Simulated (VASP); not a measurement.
# Si (a cell with a defect) in VASP: notebook, part 2 of 2

VASP 6.6.1. Earlier steps stand in the parts before.

## (4) Single point, PBE

The input, INCAR:

```
PREC     = Accurate       # precision mode
ENCUT    = 400            # plane-wave cutoff, eV
EDIFF    = 1E-6           # SCF threshold, eV
ISMEAR   = 0              # smearing method
SIGMA    = 0.05           # smearing width, eV
LREAL    = F              # projectors in reciprocal space
LASPH    = T              # aspherical terms in the spheres
NELM     = 120            # most SCF steps
ALGO     = Normal         # electronic algorithm
ISIF     = 2              # what is computed and relaxed
LWAVE    = F              # write WAVECAR
LCHARG   = F              # write CHGCAR
GGA      = PE             # functional
NBANDS   = 48             # bands
GGA_COMPAT= F
```

The input, KPOINTS:

```
Automatic mesh
0
Gamma
  2 2 2
```

The input, POSCAR:

```
Si
1.0
    0.0000000000      5.4300000000      5.4300000000
    5.4300000000      0.0000000000      5.4300000000
    5.4300000000      5.4300000000      0.0000000000
Si
17
Direct
   -0.0042127072      0.0034401473      0.0034011050
    0.1252665746      0.1249352670      0.1249019337
   -0.0042126151      0.0034406077      0.4973770718
    0.1215465009      0.1319899632      0.6232361878
   -0.0042116022      0.4974104972      0.0034038674
    0.1215401473      0.6232895028      0.1319408840
   -0.0014770718      0.5005232965      0.5004805709
    0.1215392265      0.6232898711      0.6232384899
    0.4988596685      0.0004012891      0.0003720074
    0.6233066298      0.1249845304      0.1249395948
    0.5016777164      0.0034769797      0.4974257827
    0.6233068140      0.1249860037      0.6267736648
    0.5016694291      0.4974732965      0.0034281768
    0.6233080110      0.6268004604      0.1249496317
    0.5016680479      0.4974750460      0.4974371087
    0.6299767956      0.6233799263      0.6233261510
    0.2484697053      0.7505437385      0.7504973297
```

Potentials or basis: VASP PAW PBE potentials, release 64 (Si).

The run is started by

```bash
$ cat potpaw_PBE.64/Si/POTCAR > POTCAR
$ mpirun -np 1 vasp_std > vasp.out
```

OUTCAR:

```text
PREC = Accurate
   ENCUT = 400
   EDIFF = 1E-6
   ISMEAR = 0
   LREAL = F
   LASPH = T
   NELM = 120
   ISIF = 2
   GGA = PE

 ion  position               nearest neighbor table
   1  0.996  0.003  0.003-   2 2.34  10 2.34   6 2.38   4 2.38  17 2.75
   2  0.125  0.125  0.125-   3 2.34   5 2.34   1 2.34   9 2.34
   3  0.996  0.003  0.497-   2 2.34  12 2.34   8 2.38   4 2.38  17 2.75
   4  0.122  0.132  0.623-   7 2.31  11 2.38   1 2.38   3 2.38  17 2.39
   5  0.996  0.497  0.003-   2 2.34  14 2.34   8 2.38   6 2.38  17 2.75
   6  0.122  0.623  0.132-   7 2.31  13 2.38   1 2.38   5 2.38  17 2.39
   7  0.999  0.501  0.500-   4 2.31   6 2.31   8 2.31  16 2.31
   8  0.122  0.623  0.623-   7 2.31  15 2.38   3 2.38   5 2.38  17 2.39
   9  0.499  0.000  0.000-   2 2.34  10 2.34  12 2.34  14 2.34
  10  0.623  0.125  0.125-   1 2.34  11 2.34  13 2.34   9 2.34
  11  0.502  0.003  0.497-  12 2.34  10 2.34  16 2.38   4 2.38  17 2.75
  12  0.623  0.125  0.627-   3 2.34  11 2.34  15 2.34   9 2.34
  13  0.502  0.497  0.003-  14 2.34  10 2.34  16 2.38   6 2.38  17 2.75
  14  0.623  0.627  0.125-   5 2.34  13 2.34  15 2.34   9 2.34
  15  0.502  0.497  0.497-  14 2.34  12 2.34  16 2.38   8 2.38  17 2.75
  16  0.630  0.623  0.623-   7 2.31  11 2.38  13 2.38  15 2.38  17 2.39
  17  0.248  0.751  0.750-   8 2.39   6 2.39   4 2.39  16 2.39   1 2.75   3 2.75   5 2.75  15 2.75
                            13 2.75  11 2.75

  LATTYP: Found a face centered cubic cell.
 ALAT       =    10.8600000000

  Lattice vectors:

 A1 = (   0.0000000000,   5.4300000000,   5.4300000000)
 A2 = (   5.4300000000,   0.0000000000,   5.4300000000)
 A3 = (   5.4300000000,   5.4300000000,   0.0000000000)

Analysis of symmetry for initial positions (statically):
=====================================================================
 Subroutine PRICEL returns:
 Original cell was already a primitive cell.

 Routine SETGRP: Setting up the symmetry group for a
 face centered cubic supercell.

 Subroutine GETGRP returns: Found  2 space group operations
 (whereof  1 operations were pure point group operations)
 out of a pool of 48 trial point group operations.

The static configuration has the point symmetry C_1 .
[... 154 lines left out ...]
   IVDW    =     0    specifies the selected vdW correction
   LEPSILON=     F    determine dielectric tensor
   LRPA    =     F    only Hartree local field effects (RPA)
 non-spin polarized calculation
 Gauss-broadening in eV      SIGMA  =   0.05
  energy-cutoff  :      400.00
  volume of cell :      320.21
 maximum number of plane-waves:      5817
   NGX = 25   NGY = 25   NGZ = 25

 number of electron      67.9999997 magnetization

 Free energy of the ion-electron system (eV)
  ---------------------------------------------------
  ext. energy  EPLUGINS =         0.00000000
  ---------------------------------------------------
  free energy    TOTEN  =       -87.98551692 eV

  energy without entropy =      -87.97553608  energy(sigma->0) =      -87.98052650

 E-fermi :   6.9108     XC(G=0):  -9.6744

 val. band max:        6.6730992521   @ k =   0.0000   0.0000   0.0000
 cond. band min:       6.9265358827   @ k =   0.5000   0.5000   0.0000
 fundamental gap:      0.2534366306
 Fermi energy:         6.9107639250

 k-point     1 :       0.0000    0.0000    0.0000
  band No.  band energies     occupation
      1      -6.3190      2.00000
      2      -3.7733      2.00000
      3      -3.6280      2.00000
      4      -3.6279      2.00000
      5      -3.6276      2.00000
      6      -2.8089      2.00000
[... 283 lines left out ...]
     45      10.1244      0.00000
     46      10.1254      0.00000
 [bands above 46 left out]

------------------------ aborting loop because EDIFF is reached ----------------------------------------

  FORCE on cell =-STRESS in cart. coord.  units (eV):
  Direction    XX          YY          ZZ          XY          YZ          ZX
  --------------------------------------------------------------------------------------
  -------------------------------------------------------------------------------------
  Total       10.6591086     10.6591086     10.6589284      0.0000462     -0.0022268      0.0022267
  in kB       53.3337333     53.3337333     53.3328314      0.0002311     -0.0111418      0.0111417
  external PRESSURE =      53.3334327 kB  Pullay stress =       0.0000000 kB

 VOLUME and BASIS-vectors are now :
 -----------------------------------------------------------------------------
  energy-cutoff  :      400.00
  volume of cell :      320.21
      direct lattice vectors                 reciprocal lattice vectors
     0.000000000  5.430000000  5.430000000    -0.092081031  0.092081031  0.092081031
     5.430000000  0.000000000  5.430000000     0.092081031 -0.092081031  0.092081031
     5.430000000  5.430000000  0.000000000     0.092081031  0.092081031 -0.092081031

 POSITION                                       TOTAL-FORCE (eV/Angst)
 -----------------------------------------------------------------------------------
      0.03715      5.42559      5.42580         0.000071     -0.000836     -0.000061
      1.35662      1.35842      1.35860         0.001690     -0.001690     -0.001609
      2.71944      8.10788      5.42581         0.000836     -0.000071     -0.000061
      4.10088      4.04417      1.37670        -0.001682      0.001682     -0.001678
      2.71942      5.42561      8.10807         0.000520     -0.000520      0.000406
      4.10090      1.37640      4.04443        -0.001825     -0.001032      0.000916
[... 9 lines left out ...]
      6.76961      6.80544      6.80573         0.000105     -0.000105     -0.000436
      8.15065      5.42439      5.42464        -0.001037      0.001037      0.001196
 -----------------------------------------------------------------------------------
    total drift:                               -0.002755     -0.002598      0.000616

  FREE ENERGIE OF THE ION-ELECTRON SYSTEM (eV)
  ---------------------------------------------------
  free  energy   TOTEN  =       -87.9855169182 eV

  energy  without entropy=      -87.9755360840  energy(sigma->0) =      -87.98052650
```

Run time: 1.7 min. Hardware: 1 thread of Intel Xeon 6975P-C, shared host; peak memory 0.34 GiB.

Results:

```
Free energy            : -87.9855 eV
Pressure               : 5.3 GPa
Band gap on the k mesh : zero (band 34 reaches 6.93 eV, above the bottom of band 35 at 6.67 eV)
```

Forces on the atoms (eV/Å):
```
Si   0.000 -0.001  0.000
Si   0.002 -0.002 -0.002
Si   0.001  0.000  0.000
Si  -0.002  0.002 -0.002
Si   0.001 -0.001  0.000
Si  -0.002 -0.001  0.001
Si   0.000  0.000  0.000
Si   0.001  0.002  0.001
Si   0.000  0.000  0.000
Si   0.002  0.001  0.001
Si   0.000  0.000  0.000
Si  -0.001 -0.002  0.001
Si   0.000  0.000  0.000
Si  -0.001  0.001 -0.002
Si   0.000  0.000  0.000
Si   0.000  0.000  0.000
Si  -0.001  0.001  0.001
```

Caveat: the k points lie up to 0.50 Å⁻¹ apart.
